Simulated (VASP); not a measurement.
# Cd3HgTe4 (P1) in VASP: single point with PBE

Aim: the single point of Cd3HgTe4 with PBE.

All numbers are computed with VASP 6.6.1; they aren't measurements. Logs are shortened: lines on timing, memory, paths and dates and some standing lists are left out, and cuts for length are marked.

## (1) The cell of the first run

The typed cell holds 8 atoms: a = 4.693 Å, b = 4.693 Å, c = 13.223 Å, α = 90.01°, β = 90.00°, γ = 90.01°.

## (2) Single point, PBE

INCAR reads:

```
  PREC = Accurate
  ENCUT = 520
  EDIFF = 1E-6
  ISMEAR = 0
  SIGMA = 0.2
  LREAL = F
  LASPH = T
  NELM = 60
  ALGO = Normal
  ISIF = 2
  LWAVE = F
  LCHARG = T
  GGA = PE
  LELF = T
  LVHAR = T
  NBANDS = 46
```

KPOINTS reads:

```
Automatic mesh
0
Gamma
  6 6 2
```

POSCAR reads:

```
Cd3HgTe4
1.0
    4.6931387513     -0.0005735206      0.0000093611
   -0.0005799556      4.6933313929     -0.0002353774
    0.0003392657     -0.0009143370     13.2229561709
Cd Hg Te
3 1 4
Direct
    0.0012551521     -0.0014660992      0.7495704423
    0.0007083164     -0.0004387266      0.2503603493
    0.5014032160      0.5002559973      0.4999908444
    0.4963408748      0.5016056510      0.0000026673
    0.5008324060      0.0009197868      0.8739577751
   -0.0024384919      0.4997806149      0.1261052084
    0.5006607924      0.0003381750      0.3752454410
    0.0012377342      0.4990046008      0.6247672721
```

Potentials or basis: VASP PAW PBE potentials, release 64 (Cd, Hg, Te).

Run with:

```console
cat potpaw_PBE.64/Cd/POTCAR potpaw_PBE.64/Hg/POTCAR potpaw_PBE.64/Te/POTCAR > POTCAR
mpirun -np 1 vasp_std > vasp.out
```

OUTCAR:

```text
PREC = Accurate
   ENCUT = 520
   EDIFF = 1E-6
   ISMEAR = 0
   LREAL = F
   LASPH = T
   NELM = 60
   ISIF = 2
   GGA = PE

 ion  position               nearest neighbor table
   1  0.001  0.999  0.750-   5 2.86   8 2.87   5 2.87   8 2.87
   2  0.001  1.000  0.250-   6 2.86   6 2.87   7 2.87   7 2.87
   3  0.501  0.500  0.500-   7 2.87   8 2.87   7 2.87   8 2.87
   4  0.496  0.502  0.000-   6 2.87   5 2.88   5 2.88   6 2.88
   5  0.501  0.001  0.874-   1 2.86   1 2.87   4 2.88   4 2.88
   6  0.998  0.500  0.126-   2 2.86   2 2.87   4 2.87   4 2.88
   7  0.501  0.000  0.375-   3 2.87   3 2.87   2 2.87   2 2.87
   8  0.001  0.499  0.625-   1 2.87   3 2.87   3 2.87   1 2.87

  LATTYP: Found a triclinic cell.
 ALAT       =     4.6933314346
 B/A-ratio  =     0.9999589528
 C/A-ratio  =     2.8173923770
 COS(alpha) =     0.0000276604
 COS(beta)  =     0.0001193023
 COS(gamma) =     0.0002457743

  Lattice vectors:

 A1 = (   0.0005799556,  -4.6933313929,   0.0002353774)
 A2 = (   4.6931387513,  -0.0005735206,   0.0000093611)
 A3 = (   0.0003392657,  -0.0009143370,  13.2229561709)

Analysis of symmetry for initial positions (statically):
=====================================================================
 Subroutine PRICEL returns:
 Original cell was already a primitive cell.

 Routine SETGRP: Setting up the symmetry group for a
 triclinic supercell.

 Subroutine GETGRP returns: Found  1 space group operations
 (whereof  1 operations were pure point group operations)
 out of a pool of  2 trial point group operations.

The static configuration has the point symmetry C_1 .

Analysis of symmetry for dynamics (positions and initial velocities):
=====================================================================
 Subroutine PRICEL returns:
 Original cell was already a primitive cell.

 Routine SETGRP: Setting up the symmetry group for a
 triclinic supercell.

 Subroutine GETGRP returns: Found  1 space group operations
 (whereof  1 operations were pure point group operations)
 out of a pool of  2 trial point group operations.

The dynamic configuration has the point symmetry C_1 .

 Subroutine INISYM returns: Found  1 space group operations
 (whereof  1 operations are pure point group operations),
 and found     1 'primitive' translations

----------------------------------------------------------------------------------------
[... 109 lines left out ...]
   IBRION =     -1    ionic relax: 0-MD 1-quasi-New 2-CG
   NFREE  =      0    steps in history (QN), initial steepest desc. (CG)
   ISIF   =      2    stress and relaxation
   ISYM   =      2    0-nonsym 1-usesym 2-fastsym
   POTIM  = 0.5000    time-step for ionic-motion
   TEBEG  =    0.0;   TEEND  =   0.0 temperature during run
   PSTRESS=    0.0 pullay stress
   NELECT =      72.0000    total number of electrons
   NUPDOWN=      -1.0000    fix difference up-down
   EMIN   =  10.00;   EMAX   =-10.00  energy-range for DOS
   EFERMI =   0.00;   METHOD = LEGACY
   ISMEAR =     0;   SIGMA  =   0.20  broadening in eV -4-tet -1-fermi 0-gaus
   EFERMI_NEDOS =   21; number of points for ismear=-14 and -15
   IALGO  =     38    algorithm
   IMIX   =      4    mixing-type and parameters
     AMIX     =   0.40;   BMIX     =  1.00
     AMIX_MAG =   1.60;   BMIX_MAG =  1.00
  volume/ion in A,a.u.               =      36.41       245.69
  Fermi-wavevector in a.u.,A,eV,Ry     =   1.027451  1.941602 14.363076  1.055656
  Thomas-Fermi vector in A             =   2.161397
   LORBIT       =      0    0 simple, 1 ext, 2 COOP (PROOUT), +10 PAW based schemes
   GGA     = PE    functional components
   LHFCALC =     F    Hartree Fock is set to
   AEXX    =    0.0000 exact exchange contribution
   IVDW    =     0    specifies the selected vdW correction
   LEPSILON=     F    determine dielectric tensor
   LRPA    =     F    only Hartree local field effects (RPA)
 non-spin polarized calculation
 Gauss-broadening in eV      SIGMA  =   0.20
  energy-cutoff  :      520.00
  volume of cell :      291.25
 maximum number of plane-waves:      7868
   NGX = 17   NGY = 17   NGZ = 49

 number of electron      71.9999995 magnetization

 Free energy of the ion-electron system (eV)
  ---------------------------------------------------
  ext. energy  EPLUGINS =         0.00000000
  ---------------------------------------------------
  free energy    TOTEN  =       -18.06051832 eV

  energy without entropy =      -18.05525867  energy(sigma->0) =      -18.05788850

 E-fermi :   2.0834     XC(G=0):  -8.3170

 val. band max:        1.9089462716   @ k =   0.0000   0.0000   0.0000
 cond. band min:       2.0867964012   @ k =   0.0000   0.0000   0.0000
 fundamental gap:      0.1778501296
 Fermi energy:         2.0834459945

 k-point     1 :       0.0000    0.0000    0.0000
  band No.  band energies     occupation
      1      -9.0918      2.00000
      2      -8.8361      2.00000
      3      -8.8053      2.00000
      4      -8.5829      2.00000
      5      -6.2581      2.00000
      6      -6.2579      2.00000
[... 1165 lines left out ...]
     45       7.2511      0.00000
     46       7.2544      0.00000

 [... further k-points ...]

------------------------ aborting loop because EDIFF is reached ----------------------------------------

  FORCE on cell =-STRESS in cart. coord.  units (eV):
  Direction    XX          YY          ZZ          XY          YZ          ZX
  --------------------------------------------------------------------------------------
  -------------------------------------------------------------------------------------
  Total        0.1146493      0.1272117      0.1599309      0.0036089      0.0153013      0.0001928
  in kB        0.6306796      0.6997850      0.8797715      0.0198523      0.0841717      0.0010604
  external PRESSURE =       0.7367454 kB  Pullay stress =       0.0000000 kB

 VOLUME and BASIS-vectors are now :
 -----------------------------------------------------------------------------
  energy-cutoff  :      520.00
  volume of cell :      291.25
      direct lattice vectors                 reciprocal lattice vectors
     4.693138751 -0.000573521  0.000009361     0.213077019  0.000026330 -0.000005465
    -0.000579956  4.693331393 -0.000235377     0.000026038  0.213068274  0.000014733
     0.000339266 -0.000914337 13.222956171    -0.000000150  0.000003793  0.075626054

 POSITION                                       TOTAL-FORCE (eV/Angst)
 -----------------------------------------------------------------------------------
      0.00557      4.68576      9.91130        -0.002609      0.006033     -0.005138
      0.00283      4.69104      3.31027         0.000132      0.002573      0.010910
      2.35303      2.34712      6.61124        -0.002858      0.002893     -0.000015
      2.32911      2.35392     -0.00008         0.006094     -0.002906      0.000273
      2.35077      0.00323     11.55631        -0.000382     -0.000289      0.004341
      4.68145      2.34495      1.66738         0.003123     -0.001508     -0.008586
      2.34980      0.00096      4.96186        -0.001676     -0.005313     -0.001404
      0.00573      2.34142      8.26115        -0.001825     -0.001483     -0.000383
 -----------------------------------------------------------------------------------
    total drift:                               -0.000655      0.000335     -0.000049

  FREE ENERGIE OF THE ION-ELECTRON SYSTEM (eV)
  ---------------------------------------------------
  free  energy   TOTEN  =       -18.0605183222 eV

  energy  without entropy=      -18.0552586712  energy(sigma->0) =      -18.05788850
```

It took 13 min on 1 thread of Intel Xeon 8259CL, shared host; peak memory 0.66 GiB.

What came out:

* Free energy: -18.0605 eV
* Pressure: 0.1 GPa
* Largest force: 0.011 eV/Å
* Band gap on the k mesh: 0.18 eV

Forces in eV/Å, atoms in the order of the input:
```
Cd  -0.003  0.006 -0.005
Cd   0.000  0.003  0.011
Cd  -0.003  0.003  0.000
Hg   0.006 -0.003  0.000
Te   0.000  0.000  0.004
Te   0.003 -0.002 -0.009
Te  -0.002 -0.005 -0.001
Te  -0.002 -0.001  0.000
```

Caveat: spin-orbit coupling is left out, which moves the levels of the heavy elements.
